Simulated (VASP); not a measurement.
Input of a VASP 6.6.1 run:

The input INCAR:

```
SYSTEM = SnO
PREC = Accurate
ENCUT = 520
EDIFF = 1E-7
ISMEAR = -1
SIGMA = 0.01
LREAL = .False.
LASPH = .True.
NELM = 60
ALGO = Normal
ISIF = 2
LWAVE = .False.
LCHARG = .True.
GGA = PE
LELF = .True.
LVHAR = .True.
NBANDS = 28
```

KPOINTS

```
Automatic mesh
0
Gamma
  8 8 6
  0 0 0
```

Contents of POSCAR:

```
SnO
1.0
    3.8520320533      0.0000000000      0.0000000000
    0.0000000000      3.8520320533      0.0000000000
    0.0000000000      0.0000000000      4.8996388769
Sn O
2 2
Direct
    0.0000000000      0.5000000000      0.2385000000
    0.5000000000      0.0000000000      0.7615000000
    0.0000000000      0.0000000000      0.0000000000
    0.5000000000      0.5000000000      0.0000000000
```

Potentials or basis: VASP PAW PBE potentials, release 64 (Sn_d, O).

Launch:

```console
$ cat potpaw_PBE.64/Sn_d/POTCAR potpaw_PBE.64/O/POTCAR > POTCAR
$ mpirun -np 1 vasp_std > vasp.out
```

Question: Predict the band gap on the k mesh.

Answer: 0.17 eV, indirect (least direct gap 2.01 eV).

Question: Predict the pressure.

Answer: 0.7 GPa.

Forces on the atoms (eV/Å):
```
Sn   0.000  0.000 -0.102
Sn   0.000  0.000  0.102
O    0.000  0.000  0.000
O    0.000  0.000  0.000
```

Caveat: spin-orbit coupling is left out, which moves the levels of the heavy elements. A k mesh can miss the band edges.
